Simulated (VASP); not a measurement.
A run of VASP 6.6.1:

INCAR

```
PREC = Accurate
ENCUT = 520
EDIFF = 1E-6
ISMEAR = 0
SIGMA = 0.05
LREAL = False
LASPH = True
NELM = 60
ALGO = Normal
ISIF = 2
LWAVE = False
LCHARG = False
GGA = PE
IVDW = 12
NBANDS = 16
```

File KPOINTS:

```
regular mesh
0
Gamma
  16 16 16
```

The input POSCAR:

```
CdTe
1.0
    0.0000000000      3.0791490024      3.0791490024
    3.0791490024      0.0000000000      3.0791490024
    3.0791490024      3.0791490024      0.0000000000
Cd Te
1 1
Direct
    0.0000000000      0.0000000000      0.0000000000
    0.5000000000      0.5000000000      0.5000000000
```

Potentials or basis: VASP PAW PBE potentials, release 64 (Cd, Te).

Launch:

```sh
$ cat potpaw_PBE.64/Cd/POTCAR potpaw_PBE.64/Te/POTCAR > POTCAR
$ mpirun -np 1 vasp_std > vasp.out
```

Hardware: 1 thread of AMD EPYC 7R13 Processor (Zen 3), with other jobs on the host.

Q: Estimate the wall time of this run.

A: It took 110 s on 1 thread of AMD EPYC 7R13 Processor (Zen 3) (shared host), peak memory 0.26 GiB. Counts: scf iterations 12, k points 145.
